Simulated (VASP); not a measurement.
FeO: single point with LDA

Crystal: FeO.

```
CELL_PARAMETERS angstrom
-1.62319 1.62319 2.11081
1.62319 -1.62319 2.11081
1.62319 1.62319 -2.11081
ATOMIC_POSITIONS crystal
Fe 0.00000 0.00000 0.00000
O 0.50000 0.50000 0.00000
```

```yaml
Program: VASP 6.6.1
Task: single point
Functional: LDA
Potentials_or_basis: VASP PAW LDA potentials, release 64 (Fe, O)
Cutoff: 520 eV
k_mesh: 12 × 12 × 12
Occupations: fermi-dirac, width 0.05 eV
Spin: collinear spin, ferromagnetic start
Starting_moments: "[3.0, 0.0] μB"
```

```yaml
Pressure: -26.4 GPa
Band_gap_on_the_k_mesh: zero (filled and empty bands overlap)
Net_moment: 4.00 μB per cell
Site_moments: Fe +3.58; O +0.31 μB
Valence_electrons_inside_the_program's_atomic_spheres: Fe 6.63; O 4.91
```

Stress tensor (GPa, compression positive):
```
-26.15   0.00   0.00
  0.00 -26.15   0.00
  0.00   0.00 -27.02
```

Levels at points of the mesh, in eV from the Fermi level:
Spin up:
| k point | band 6 | band 7 | band 8 | band 9 | band 10 | band 11 | band 12 | band 13 |
| --- | --- | --- | --- | --- | --- | --- | --- | --- |
| (0.00, 0.00, 0.00) | -3.33 | -3.33 | -3.31 | -3.30 | -0.16 | 15.13 | 16.21 | 16.21 |
| (0.50, 0.00, 0.00) | -2.77 | -2.29 | -0.66 | -0.08 | 3.82 | 7.57 | 10.92 | 12.80 |
| (0.50, 0.50, 0.00) | -3.05 | -2.66 | -2.60 | -2.55 | 4.62 | 7.70 | 10.68 | 13.18 |
| (0.50, 0.50, 0.50) | -2.96 | -2.60 | -2.60 | -2.51 | 4.74 | 8.75 | 9.65 | 12.83 |
Spin down:
```
           k point  band 1  band 2  band 3  band 4  band 5  band 6  band 7  band 8  band 9  band 10
(0.00, 0.00, 0.00)  -19.05   -3.04   -2.74   -2.74   -0.69   -0.69   -0.39   -0.34   -0.11     0.97
(0.50, 0.00, 0.00)  -18.04   -7.16   -4.67   -4.51    0.24    0.45    0.59    2.00    2.58     4.37
(0.50, 0.50, 0.00)  -18.08   -6.13   -4.07   -3.54   -1.70    0.34    0.51    0.72    0.81     5.74
(0.50, 0.50, 0.50)  -17.95   -5.97   -4.04   -4.04   -1.77    0.50    0.65    0.65    0.85     5.86
```

It took 40 s on 1 thread of Intel(R) Xeon(R) 6975P-C (Granite Rapids), on a shared host, peak memory 0.21 GiB.

Caveat: a cell with one magnetic atom can't hold antiferromagnetic order, which such compounds often take; semilocal functionals often make such compounds metallic where correlation or magnetic order opens a gap, which also shifts bond lengths. With open d or f shells a metallic result of LDA can be an artefact of self-interaction; +U or a hybrid may open a gap.
